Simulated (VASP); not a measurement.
# PbSe (Fm-3m) in VASP: further runs

Runs on PbSe. Level: PBE. Tasks: single point, relaxation of cell and atoms.

All numbers are computed with VASP 6.6.1; they aren't measurements. Logs are shortened: lines on timing, memory, paths and dates and some standing lists are left out, and cuts for length are marked.

### Step 1. The cell of the first run

The structure is cubic, space group Fm-3m (No. 225). Conventional cell: a = 6.182 Å, b = 6.182 Å, c = 6.182 Å, α = 90.00°, β = 90.00°, γ = 90.00°. Pb (site symmetry m-3m) has 6 Se at 3.09 Å within 4.1 Å. Within 4.1 Å of Se (site symmetry m-3m) lie 6 Pb at 3.09 Å.

### Step 2. Single point, PBE

Input file INCAR:

```
PREC = Accurate ; ENCUT = 500
EDIFF = 1E-6 ; ISMEAR = 0
SIGMA = 0.1 ; LREAL = F
LASPH = T ; NELM = 120
ALGO = Normal ; ISIF = 2
LWAVE = F ; LCHARG = T
GGA = PE ; LELF = T
LVHAR = T ; NBANDS = 17
GGA_COMPAT = F
```

Input file KPOINTS:

```
Automatic mesh
0
Gamma
  6 6 6
```

Input file POSCAR:

```
PbSe
1.0
    0.0000000000      3.0908235400      3.0908235400
    3.0908235400      0.0000000000      3.0908235400
    3.0908235400      3.0908235400      0.0000000000
Pb Se
1 1
Direct
    0.0000000000      0.0000000000      0.0000000000
    0.5000000000      0.5000000000      0.5000000000
```

Potentials or basis: VASP PAW PBE potentials, release 64 (Pb_d, Se).

Run with:

```console
$ cat potpaw_PBE.64/Pb_d/POTCAR potpaw_PBE.64/Se/POTCAR > POTCAR
$ mpirun -np 1 vasp_std > vasp.out
```

OUTCAR:

```text
PREC = Accurate
   ENCUT = 500
   EDIFF = 1E-6
   ISMEAR = 0
   LREAL = F
   LASPH = T
   NELM = 120
   ISIF = 2
   GGA = PE

 ion  position               nearest neighbor table
   1  0.000  0.000  0.000-   2 3.09   2 3.09   2 3.09   2 3.09   2 3.09   2 3.09
   2  0.500  0.500  0.500-   1 3.09   1 3.09   1 3.09   1 3.09   1 3.09   1 3.09

  LATTYP: Found a face centered cubic cell.
 ALAT       =     6.1816470800

  Lattice vectors:

 A1 = (   0.0000000000,   3.0908235400,   3.0908235400)
 A2 = (   3.0908235400,   0.0000000000,   3.0908235400)
 A3 = (   3.0908235400,   3.0908235400,   0.0000000000)

Analysis of symmetry for initial positions (statically):
=====================================================================
 Subroutine PRICEL returns:
 Original cell was already a primitive cell.

 Routine SETGRP: Setting up the symmetry group for a
 face centered cubic supercell.

 Subroutine GETGRP returns: Found 48 space group operations
 (whereof 48 operations were pure point group operations)
 out of a pool of 48 trial point group operations.

The static configuration has the point symmetry O_h .

Analysis of symmetry for dynamics (positions and initial velocities):
=====================================================================
 Subroutine PRICEL returns:
 Original cell was already a primitive cell.

 Routine SETGRP: Setting up the symmetry group for a
 face centered cubic supercell.

 Subroutine GETGRP returns: Found 48 space group operations
 (whereof 48 operations were pure point group operations)
 out of a pool of 48 trial point group operations.

The dynamic configuration has the point symmetry O_h .

 Subroutine INISYM returns: Found 48 space group operations
 (whereof 48 operations are pure point group operations),
 and found     1 'primitive' translations

----------------------------------------------------------------------------------------

                                     Primitive cell

  volume of cell :      59.0545

  direct lattice vectors                    reciprocal lattice vectors
     0.000000000  3.090823540  3.090823540    -0.161769183  0.161769183  0.161769183
     3.090823540  0.000000000  3.090823540     0.161769183 -0.161769183  0.161769183
     3.090823540  3.090823540  0.000000000     0.161769183  0.161769183 -0.161769183

  length of vectors
     4.371084569  4.371084569  4.371084569     0.280192445  0.280192445  0.280192445

  position of ions in fractional coordinates (direct lattice)
     0.000000000  0.000000000  0.000000000
     0.500000000  0.500000000  0.500000000

  ion indices of the primitive-cell ions
   primitive index   ion index
                 1           1
                 2           2

----------------------------------------------------------------------------------------

 KPOINTS: Automatic mesh

Automatic generation of k-mesh.
 Grid dimensions read from file:
 generate k-points for:    6    6    6

 Generating k-lattice:

  Cartesian coordinates                     Fractional coordinates (reciprocal lattice)
    -0.026961531  0.026961531  0.026961531     0.166666667  0.000000000  0.000000000
     0.026961531 -0.026961531  0.026961531     0.000000000  0.166666667  0.000000000
     0.026961531  0.026961531 -0.026961531     0.000000000  0.000000000  0.166666667

  Length of vectors
     0.046698741  0.046698741  0.046698741

  Shift w.r.t. Gamma in fractional coordinates (k-lattice)
     0.000000000  0.000000000  0.000000000

 Subroutine IBZKPT returns following result:
 ===========================================

 Found     16 irreducible k-points:

 Following reciprocal coordinates:
            Coordinates               Weight
  0.000000  0.000000  0.000000      1.000000
  0.166667  0.000000  0.000000      8.000000
  0.333333  0.000000  0.000000      8.000000
  0.500000  0.000000  0.000000      4.000000
  0.166667  0.166667  0.000000      6.000000
  0.333333  0.166667  0.000000     24.000000
[... 8 lines left out ...]
 -0.333333  0.333333  0.166667     24.000000
 -0.333333  0.500000  0.166667     12.000000
   k-points           NKPTS =     16   k-points in BZ     NKDIM =     16   number of bands    NBANDS=     17
   number of dos      NEDOS =    301   number of ions     NIONS =      2
   total plane-waves  NPLWV =  32768
   dimension x,y,z NGX =    32 NGY =   32 NGZ =   32
   dimension x,y,z NGXF=    64 NGYF=   64 NGZF=   64
   ions per type =               1   1
   NGX,Y,Z   is equivalent  to a cutoff of  12.17, 12.17, 12.17 a.u.
   NGXF,Y,Z  is equivalent  to a cutoff of  24.34, 24.34, 24.34 a.u.
 SYSTEM =  unknown system
   PREC   = accura    normal or accurate (medium, high low for compatibility)
   ISTART =      0    job   : 0-new  1-cont  2-samecut
   ICHARG =      2    charge: 1-file 2-atom 10-const
   ISPIN  =      1    spin polarized calculation?
   LNONCOLLINEAR =      F non collinear calculations
   LSORBIT =      F    spin-orbit coupling
   LASPH  =      T    aspherical Exc in radial PAW
   ENCUT  =  500.0 eV  36.75 Ry    6.06 a.u.   7.97  7.97  7.97*2*pi/ulx,y,z
   NELM   =    120;   NELMIN=  2; NELMDL= -5     # of ELM steps
   EDIFF  = 0.1E-05   stopping-criterion for ELM
   LREAL  =      F    real-space projection
   EDIFFG = 0.1E-04   stopping-criterion for IOM
   NSW    =      0    number of steps for IOM
   IBRION =     -1    ionic relax: 0-MD 1-quasi-New 2-CG
   NFREE  =      0    steps in history (QN), initial steepest desc. (CG)
   ISIF   =      2    stress and relaxation
   ISYM   =      2    0-nonsym 1-usesym 2-fastsym
   POTIM  = 0.5000    time-step for ionic-motion
   TEBEG  =    0.0;   TEEND  =   0.0 temperature during run
   PSTRESS=    0.0 pullay stress
   NELECT =      20.0000    total number of electrons
   NUPDOWN=      -1.0000    fix difference up-down
   EMIN   =  10.00;   EMAX   =-10.00  energy-range for DOS
   EFERMI =   0.00;   METHOD = LEGACY
   ISMEAR =     0;   SIGMA  =   0.10  broadening in eV -4-tet -1-fermi 0-gaus
   EFERMI_NEDOS =   21; number of points for ismear=-14 and -15
   IALGO  =     38    algorithm
   IMIX   =      4    mixing-type and parameters
     AMIX     =   0.40;   BMIX     =  1.00
     AMIX_MAG =   1.60;   BMIX_MAG =  1.00
  volume/ion in A,a.u.               =      29.53       199.26
  Fermi-wavevector in a.u.,A,eV,Ry     =   1.141127  2.156417 17.717107  1.302171
  Thomas-Fermi vector in A             =   2.277828
   LORBIT       =      0    0 simple, 1 ext, 2 COOP (PROOUT), +10 PAW based schemes
   GGA     = PE    functional components
   LHFCALC =     F    Hartree Fock is set to
   AEXX    =    0.0000 exact exchange contribution
   IVDW    =     0    specifies the selected vdW correction
   LEPSILON=     F    determine dielectric tensor
   LRPA    =     F    only Hartree local field effects (RPA)
 non-spin polarized calculation
 Gauss-broadening in eV      SIGMA  =   0.10
  energy-cutoff  :      500.00
  volume of cell :       59.05
 maximum number of plane-waves:      1524
   NGX = 15   NGY = 15   NGZ = 15

 number of electron      19.9999993 magnetization

 Free energy of the ion-electron system (eV)
  ---------------------------------------------------
  ext. energy  EPLUGINS =         0.00000000
  ---------------------------------------------------
  free energy    TOTEN  =        -8.19846732 eV

  energy without entropy =       -8.19841778  energy(sigma->0) =       -8.19844255

 E-fermi :   4.8784     XC(G=0):  -9.3960

 val. band max:        4.6849140193   @ k =   0.5000   0.0000   0.0000
 cond. band min:       5.0717990992   @ k =   0.5000   0.0000   0.0000
 fundamental gap:      0.3868850799
 Fermi energy:         4.8783565576

 k-point     1 :       0.0000    0.0000    0.0000
  band No.  band energies     occupation
      1     -12.0815      2.00000
      2     -12.0815      2.00000
      3     -12.0815      2.00000
      4     -12.0762      2.00000
      5     -12.0762      2.00000
      6      -8.6421      2.00000
[... 9 lines left out ...]
     16      11.2881      0.00000
     17      12.9403      0.00000

 k-point     2 :       0.1667    0.0000    0.0000
  band No.  band energies     occupation
      1     -12.0829      2.00000
      2     -12.0829      2.00000
      3     -12.0806      2.00000
      4     -12.0729      2.00000
      5     -12.0729      2.00000
      6      -8.4461      2.00000
[... 9 lines left out ...]
     16      11.8512      0.00000
     17      14.5166      0.00000

 k-point     3 :       0.3333    0.0000    0.0000
  band No.  band energies     occupation
      1     -12.0931      2.00000
      2     -12.0931      2.00000
      3     -12.0791      2.00000
      4     -12.0586      2.00000
      5     -12.0586      2.00000
      6      -7.9639      2.00000
[... 9 lines left out ...]
     16      13.2805      0.00000
     17      16.3713      0.00000

 k-point     4 :       0.5000    0.0000    0.0000
  band No.  band energies     occupation
      1     -12.0984      2.00000
      2     -12.0984      2.00000
      3     -12.0784      2.00000
      4     -12.0513      2.00000
      5     -12.0513      2.00000
      6      -7.6452      2.00000
[... 9 lines left out ...]
     16      14.8799      0.00000
     17      14.8799      0.00000
[... 183 lines left out ...]
      1     -12.1315      2.00000
      2     -12.0817      2.00000
      3     -12.0791      2.00000
      4     -12.0561      2.00000
      5     -12.0526      2.00000
      6      -7.6027      2.00000
[... 9 lines left out ...]
     16      14.9395      0.00000
     17      15.2321      0.00000

 k-point    15 :      -0.3333    0.3333    0.1667
  band No.  band energies     occupation
      1     -12.1391      2.00000
      2     -12.0822      2.00000
      3     -12.0694      2.00000
      4     -12.0669      2.00000
      5     -12.0468      2.00000
      6      -7.3818      2.00000
[... 9 lines left out ...]
     16      16.0688      0.00000
     17      16.0961      0.00000

 k-point    16 :      -0.3333    0.5000    0.1667
  band No.  band energies     occupation
      1     -12.1628      2.00000
      2     -12.0841      2.00000
      3     -12.0709      2.00000
      4     -12.0563      2.00000
      5     -12.0419      2.00000
      6      -7.2957      2.00000
[... 9 lines left out ...]
     16      16.2487      0.00000
     17      17.3363      0.00000

------------------------ aborting loop because EDIFF is reached ----------------------------------------

  FORCE on cell =-STRESS in cart. coord.  units (eV):
  Direction    XX          YY          ZZ          XY          YZ          ZX
  --------------------------------------------------------------------------------------
  -------------------------------------------------------------------------------------
  Total        0.2899644      0.2899644      0.2899644     -0.0000000      0.0000000      0.0000000
  in kB        7.8668829      7.8668829      7.8668829     -0.0000000      0.0000000      0.0000000
  external PRESSURE =       7.8668829 kB  Pullay stress =       0.0000000 kB

 VOLUME and BASIS-vectors are now :
 -----------------------------------------------------------------------------
  energy-cutoff  :      500.00
  volume of cell :       59.05
      direct lattice vectors                 reciprocal lattice vectors
     0.000000000  3.090823540  3.090823540    -0.161769183  0.161769183  0.161769183
     3.090823540  0.000000000  3.090823540     0.161769183 -0.161769183  0.161769183
     3.090823540  3.090823540  0.000000000     0.161769183  0.161769183 -0.161769183

 POSITION                                       TOTAL-FORCE (eV/Angst)
 -----------------------------------------------------------------------------------
      0.00000      0.00000      0.00000        -0.000000      0.000000     -0.000000
      3.09082      3.09082      3.09082         0.000000     -0.000000      0.000000
 -----------------------------------------------------------------------------------
    total drift:                                0.000000     -0.000000     -0.000000

  FREE ENERGIE OF THE ION-ELECTRON SYSTEM (eV)
  ---------------------------------------------------
  free  energy   TOTEN  =        -8.1984673194 eV

  energy  without entropy=       -8.1984177823  energy(sigma->0) =       -8.19844255
```

Run time: 11 s. Hardware: 1 thread of Intel Xeon 6975P-C (Granite Rapids), shared host; peak memory 0.17 GiB.

Results:

| Quantity | Value |
| --- | --- |
| Free energy | -8.1985 eV |
| Pressure | 0.8 GPa |
| Band gap on the k mesh | 0.39 eV |

Levels at points of the mesh, in eV from the valence-band top:
```tsv
k point	band 6	band 7	band 8	band 9	band 10	band 11	band 12	band 13	band 14	band 15
(0.00, 0.00, 0.00)	-13.33	-6.33	-1.72	-1.72	-1.72	4.67	4.67	4.67	6.60	6.60
(0.50, 0.00, 0.00)	-12.33	-8.62	-1.34	-1.34	0.00	0.39	1.78	1.78	8.54	10.13
(0.50, 0.50, 0.00)	-12.00	-7.31	-4.72	-3.03	-3.03	3.84	5.52	5.52	5.94	11.25
```

Caveat: spin-orbit coupling is left out, which moves the levels of the heavy elements.

[end of part 1 of 2]
